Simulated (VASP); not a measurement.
# ZnSe (Stilleite) (F-43m) in VASP: notebook, part 2 of 2

VASP 6.6.1.

## (3) Single point, PBE

This run uses another cell than the first one, of 17.80 Å³/atom, 1.053 times its volume.

INCAR

```
PREC     = Accurate       # precision mode
ENCUT    = 500            # plane-wave cutoff, eV
EDIFF    = 1E-6           # SCF threshold, eV
ISMEAR   = 0              # smearing method
SIGMA    = 0.01           # smearing width, eV
LREAL    = False          # projectors in reciprocal space
LASPH    = True           # aspherical terms in the spheres
NELM     = 120            # most SCF steps
ALGO     = Normal         # electronic algorithm
ISIF     = 2              # what is computed and relaxed
LWAVE    = False          # write WAVECAR
LCHARG   = False          # write CHGCAR
GGA      = PE             # functional
NBANDS   = 16             # bands
GGA_COMPAT= False
```

KPOINTS

```
Automatic mesh
0
Gamma
  6 6 6
```

POSCAR

```
ZnSe
1.0
    0.0000000000      2.6111457340      2.6111457340
    2.6111457340      0.0000000000      2.6111457340
    2.6111457340      2.6111457340      0.0000000000
Zn Se
1 1
Direct
    0.0000000000      0.0000000000      0.0000000000
    0.2500000000      0.2500000000      0.2500000000
```

Potentials or basis: VASP PAW PBE potentials, release 64 (Zn, Se).

Started as:

```
cat potpaw_PBE.64/Zn/POTCAR potpaw_PBE.64/Se/POTCAR > POTCAR
mpirun -np 1 vasp_std > vasp.out
```

OUTCAR:

```text
PREC = Accurate
   ENCUT = 500
   EDIFF = 1E-6
   ISMEAR = 0
   LREAL = False
   LASPH = True
   NELM = 120
   ISIF = 2
   GGA = PE

 ion  position               nearest neighbor table
   1  0.000  0.000  0.000-   2 2.26   2 2.26   2 2.26   2 2.26
   2  0.250  0.250  0.250-   1 2.26   1 2.26   1 2.26   1 2.26

  LATTYP: Found a face centered cubic cell.
 ALAT       =     5.2222914680

  Lattice vectors:

 A1 = (   0.0000000000,   2.6111457340,   2.6111457340)
 A2 = (   2.6111457340,   0.0000000000,   2.6111457340)
 A3 = (   2.6111457340,   2.6111457340,   0.0000000000)

Analysis of symmetry for initial positions (statically):
=====================================================================
 Subroutine PRICEL returns:
 Original cell was already a primitive cell.

 Routine SETGRP: Setting up the symmetry group for a
 face centered cubic supercell.

 Subroutine GETGRP returns: Found 24 space group operations
 (whereof 24 operations were pure point group operations)
 out of a pool of 48 trial point group operations.

The static configuration has the point symmetry T_d .

Analysis of symmetry for dynamics (positions and initial velocities):
=====================================================================
 Subroutine PRICEL returns:
 Original cell was already a primitive cell.

 Routine SETGRP: Setting up the symmetry group for a
 face centered cubic supercell.

 Subroutine GETGRP returns: Found 24 space group operations
 (whereof 24 operations were pure point group operations)
 out of a pool of 48 trial point group operations.

The dynamic configuration has the point symmetry T_d .

 Subroutine INISYM returns: Found 24 space group operations
 (whereof 24 operations are pure point group operations),
 and found     1 'primitive' translations

----------------------------------------------------------------------------------------

                                     Primitive cell

  volume of cell :      35.6060

  direct lattice vectors                    reciprocal lattice vectors
     0.000000000  2.611145734  2.611145734    -0.191486823  0.191486823  0.191486823
     2.611145734  0.000000000  2.611145734     0.191486823 -0.191486823  0.191486823
     2.611145734  2.611145734  0.000000000     0.191486823  0.191486823 -0.191486823

  length of vectors
     3.692717710  3.692717710  3.692717710     0.331664906  0.331664906  0.331664906

  position of ions in fractional coordinates (direct lattice)
     0.000000000  0.000000000  0.000000000
     0.250000000  0.250000000  0.250000000

  ion indices of the primitive-cell ions
   primitive index   ion index
                 1           1
                 2           2

----------------------------------------------------------------------------------------

 KPOINTS: Automatic mesh

Automatic generation of k-mesh.
 Grid dimensions read from file:
 generate k-points for:    6    6    6

 Generating k-lattice:

  Cartesian coordinates                     Fractional coordinates (reciprocal lattice)
    -0.031914470  0.031914470  0.031914470     0.166666667  0.000000000  0.000000000
     0.031914470 -0.031914470  0.031914470     0.000000000  0.166666667  0.000000000
     0.031914470  0.031914470 -0.031914470     0.000000000  0.000000000  0.166666667

  Length of vectors
     0.055277484  0.055277484  0.055277484

  Shift w.r.t. Gamma in fractional coordinates (k-lattice)
     0.000000000  0.000000000  0.000000000

 Subroutine IBZKPT returns following result:
 ===========================================

 Found     16 irreducible k-points:

 Following reciprocal coordinates:
            Coordinates               Weight
  0.000000  0.000000  0.000000      1.000000
  0.166667  0.000000  0.000000      8.000000
  0.333333  0.000000  0.000000      8.000000
  0.500000  0.000000  0.000000      4.000000
  0.166667  0.166667  0.000000      6.000000
  0.333333  0.166667  0.000000     24.000000
[... 8 lines left out ...]
 -0.333333  0.333333  0.166667     24.000000
 -0.333333  0.500000  0.166667     12.000000
   k-points           NKPTS =     16   k-points in BZ     NKDIM =     16   number of bands    NBANDS=     16
   number of dos      NEDOS =    301   number of ions     NIONS =      2
   total plane-waves  NPLWV =  21952
   dimension x,y,z NGX =    28 NGY =   28 NGZ =   28
   dimension x,y,z NGXF=    56 NGYF=   56 NGZF=   56
   ions per type =               1   1
   NGX,Y,Z   is equivalent  to a cutoff of  12.61, 12.61, 12.61 a.u.
   NGXF,Y,Z  is equivalent  to a cutoff of  25.21, 25.21, 25.21 a.u.
 SYSTEM =  unknown system
   PREC   = accura    normal or accurate (medium, high low for compatibility)
   ISTART =      0    job   : 0-new  1-cont  2-samecut
   ICHARG =      2    charge: 1-file 2-atom 10-const
   ISPIN  =      1    spin polarized calculation?
   LNONCOLLINEAR =      F non collinear calculations
   LSORBIT =      F    spin-orbit coupling
   LASPH  =      T    aspherical Exc in radial PAW
   ENCUT  =  500.0 eV  36.75 Ry    6.06 a.u.   6.73  6.73  6.73*2*pi/ulx,y,z
   NELM   =    120;   NELMIN=  2; NELMDL= -5     # of ELM steps
   EDIFF  = 0.1E-05   stopping-criterion for ELM
   LREAL  =      F    real-space projection
   EDIFFG = 0.1E-04   stopping-criterion for IOM
   NSW    =      0    number of steps for IOM
   IBRION =     -1    ionic relax: 0-MD 1-quasi-New 2-CG
   NFREE  =      0    steps in history (QN), initial steepest desc. (CG)
   ISIF   =      2    stress and relaxation
   ISYM   =      2    0-nonsym 1-usesym 2-fastsym
   POTIM  = 0.5000    time-step for ionic-motion
   TEBEG  =    0.0;   TEEND  =   0.0 temperature during run
   PSTRESS=    0.0 pullay stress
   NELECT =      18.0000    total number of electrons
   NUPDOWN=      -1.0000    fix difference up-down
   EMIN   =  10.00;   EMAX   =-10.00  energy-range for DOS
   EFERMI =   0.00;   METHOD = LEGACY
   ISMEAR =     0;   SIGMA  =   0.01  broadening in eV -4-tet -1-fermi 0-gaus
   EFERMI_NEDOS =   21; number of points for ismear=-14 and -15
   IALGO  =     38    algorithm
   IMIX   =      4    mixing-type and parameters
     AMIX     =   0.40;   BMIX     =  1.00
     AMIX_MAG =   1.60;   BMIX_MAG =  1.00
  volume/ion in A,a.u.               =      17.80       120.14
  Fermi-wavevector in a.u.,A,eV,Ry     =   1.304141  2.464469 23.140569  1.700784
  Thomas-Fermi vector in A             =   2.435096
   LORBIT       =      0    0 simple, 1 ext, 2 COOP (PROOUT), +10 PAW based schemes
   GGA     = PE    functional components
   LHFCALC =     F    Hartree Fock is set to
   AEXX    =    0.0000 exact exchange contribution
   IVDW    =     0    specifies the selected vdW correction
   LEPSILON=     F    determine dielectric tensor
   LRPA    =     F    only Hartree local field effects (RPA)
 non-spin polarized calculation
 Gauss-broadening in eV      SIGMA  =   0.01
  energy-cutoff  :      500.00
  volume of cell :       35.61
 maximum number of plane-waves:       934
   NGX = 13   NGY = 13   NGZ = 13

 number of electron      17.9999986 magnetization

 Free energy of the ion-electron system (eV)
  ---------------------------------------------------
  ext. energy  EPLUGINS =         0.00000000
  ---------------------------------------------------
  free energy    TOTEN  =        -5.16907924 eV

  energy without entropy =       -5.16907924  energy(sigma->0) =       -5.16907924

 E-fermi :   4.1125     XC(G=0): -10.4897

 val. band max:        4.0704801282   @ k =   0.0000   0.0000   0.0000
 cond. band min:       6.3695701433   @ k =   0.5000   0.5000   0.0000
 fundamental gap:      2.2990900151
 Fermi energy:         4.1124784180

 k-point     1 :       0.0000    0.0000    0.0000
  band No.  band energies     occupation
      1     -11.1103      2.00000
      2      -3.7156      2.00000
      3      -3.7156      2.00000
      4      -3.7156      2.00000
      5      -3.0850      2.00000
      6      -3.0850      2.00000
[... 8 lines left out ...]
     15      16.0085      0.00000
     16      16.0085      0.00000
[... 267 lines left out ...]
 k-point    16 :      -0.3333    0.5000    0.1667
  band No.  band energies     occupation
      1      -9.3675      2.00000
      2      -3.7095      2.00000
      3      -3.3390      2.00000
      4      -3.2546      2.00000
      5      -3.0684      2.00000
      6      -2.6057      2.00000
[... 8 lines left out ...]
     15      19.1737      0.00000
     16      19.7053      0.00000

------------------------ aborting loop because EDIFF is reached ----------------------------------------

  FORCE on cell =-STRESS in cart. coord.  units (eV):
  Direction    XX          YY          ZZ          XY          YZ          ZX
  --------------------------------------------------------------------------------------
  -------------------------------------------------------------------------------------
  Total        6.8014564      6.8014564      6.8014564     -0.0000000      0.0000000      0.0000000
  in kB      306.0477376    306.0477376    306.0477376     -0.0000000      0.0000000      0.0000000
  external PRESSURE =     306.0477376 kB  Pullay stress =       0.0000000 kB

 VOLUME and BASIS-vectors are now :
 -----------------------------------------------------------------------------
  energy-cutoff  :      500.00
  volume of cell :       35.61
      direct lattice vectors                 reciprocal lattice vectors
     0.000000000  2.611145734  2.611145734    -0.191486823  0.191486823  0.191486823
     2.611145734  0.000000000  2.611145734     0.191486823 -0.191486823  0.191486823
     2.611145734  2.611145734  0.000000000     0.191486823  0.191486823 -0.191486823

 POSITION                                       TOTAL-FORCE (eV/Angst)
 -----------------------------------------------------------------------------------
      0.00000      0.00000      0.00000        -0.000000     -0.000000      0.000000
      1.30557      1.30557      1.30557         0.000000      0.000000     -0.000000
 -----------------------------------------------------------------------------------
    total drift:                                0.000001      0.000001      0.000001

  FREE ENERGIE OF THE ION-ELECTRON SYSTEM (eV)
  ---------------------------------------------------
  free  energy   TOTEN  =        -5.1690792359 eV

  energy  without entropy=       -5.1690792359  energy(sigma->0) =       -5.16907924
```

It took 6.7 s on 1 thread of AMD EPYC 9R45 (Zen 5), shared host; peak memory 0.12 GiB.

Results:

| Property | Result |
| --- | --- |
| Free energy | -5.1691 eV |
| Pressure | 30.6 GPa |
| Band gap on the k mesh | 2.30 eV, indirect (least direct gap 2.37 eV) |

Levels at points of the mesh, in eV from the valence-band top:
| k point | band 7 | band 8 | band 9 | band 10 | band 11 | band 12 |
| --- | --- | --- | --- | --- | --- | --- |
| (0.00, 0.00, 0.00) | 0.00 | 0.00 | 0.00 | 2.37 | 5.60 | 5.60 |
| (0.50, 0.00, 0.00) | -6.85 | -1.30 | -1.30 | 2.94 | 6.20 | 6.20 |
| (0.50, 0.50, 0.00) | -5.92 | -3.23 | -3.23 | 2.30 | 3.22 | 12.83 |

A k mesh can miss the band edges.

## (4) Single point, PBE

This run uses another cell than the first one, of 18.99 Å³/atom, 1.123 times its volume.

INCAR

```
SYSTEM = ZnSe
ALGO = Normal
EDIFF = 1E-6
ENCUT = 500
GGA = PE
GGA_COMPAT = .FALSE.
ISIF = 2
ISMEAR = 0
LASPH = .TRUE.
LCHARG = .FALSE.
LREAL = .FALSE.
LWAVE = .FALSE.
NBANDS = 16
NELM = 120
PREC = Accurate
SIGMA = 0.01
```

KPOINTS

```
k-points
0
G
  6 6 6
  0 0 0
```

POSCAR

```
ZnSe
1.0
    0.0000000000      2.6677556684      2.6677556684
    2.6677556684      0.0000000000      2.6677556684
    2.6677556684      2.6677556684      0.0000000000
Zn Se
1 1
Direct
    0.0000000000      0.0000000000      0.0000000000
    0.2500000000      0.2500000000      0.2500000000
```

Started as:

```
cat potpaw_PBE.64/Zn/POTCAR potpaw_PBE.64/Se/POTCAR > POTCAR
mpirun -np 1 vasp_std > vasp.out
```

It took 6.7 s on 1 thread of AMD EPYC 9R45 (Zen 5), shared host; peak memory 0.13 GiB.

The run converged. Its results:

```yaml
Free_energy: -5.5420 eV
Pressure: 20.4 GPa
Band_gap_on_the_k_mesh: 2.07 eV, direct
```

Levels at points of the mesh, in eV from the valence-band top:
```csv
k point,band 6,band 7,band 8,band 9,band 10,band 11,band 12,band 13
"(0.00, 0.00, 0.00)",-6.84,0.00,0.00,0.00,2.07,5.68,5.68,5.68
"(0.50, 0.00, 0.00)",-6.64,-6.50,-1.17,-1.17,2.84,6.27,6.27,8.91
"(0.50, 0.50, 0.00)",-6.59,-5.59,-2.92,-2.92,2.50,3.33,12.23,12.53
```

A k mesh can miss the band edges. Expect the measured gap to be larger: semilocal functionals such as PBE lack the derivative discontinuity.

## (5) Overview

| cell | gap on the mesh (eV) | pressure (GPa) |
| --- | --- | --- |
| a = 3.629 Å, angles 60.0°, 2 atoms | 2.13 | 40.7 |
| a = 3.693 Å, angles 60.0°, 2 atoms | 2.30 | 30.6 |
| a = 3.773 Å, angles 60.0°, 2 atoms | 2.07 | 20.4 |

Alike in all rows: task single point; level PBE; potentials or basis VASP PAW PBE potentials, release 64 (Zn, Se); no spin polarisation; k mesh 6 × 6 × 6; cutoff (eV) 500; smearing gaussian 0.01 eV.

Absolute energies hang on the potentials; compare differences alone.
